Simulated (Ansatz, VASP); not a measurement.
O: VASP beside Ansatz

```xyz
2
Lattice="1.4328 0.8272 3.4309 -1.4328 0.8272 3.4309 0.0000 -1.6544 3.4309" Properties=species:S:1:pos:R:3 pbc="T T T"
O     0.0000    0.0000    0.5939
O     0.0000    0.0000    9.6987
```

Change from the starting cell: volume scaled by 1.02, PAW files.

Alike in both runs: task electric field gradients; functional PBEsol; k mesh 10 × 10 × 10; occupations fermi-dirac, width 0.02 eV; no spin polarisation.

|  | VASP | Ansatz |
| --- | --- | --- |
| version | VASP 6.6.1 | Ansatz 0.2.0 |
| potentials or method | VASP PAW PBE potentials, release 64 (O) | PAW with Ansatz's default frozen-core files, scalar-relativistic |
| plane-wave cutoff (eV) | 520 | 420 |
| valence electrons in the cell | 12 | 12 |

|  | VASP | Ansatz | Ansatz less VASP |
| --- | --- | --- | --- |
| pressure (GPa) | 3.6 | -0.4 | -4.02 |
| traceless stress, the component that is largest in VASP (GPa) | 24.87 | 16.05 | -8.817 |
| rms of the force components (eV/Å) | 1.827 | 0.834 | -0.9925 |
| size of Vzz on the site where it differs most (V/Å²) | 118.4 | 117.3 | -1.06 |

VASP's potentials were made for PBE, not for PBEsol. Atom by atom the forces differ by 0.993 eV/Å (rms over components).

Noted on VASP's run: the standard files for N, O and F lose accuracy on very short bonds; spin is off for a triplet molecule.
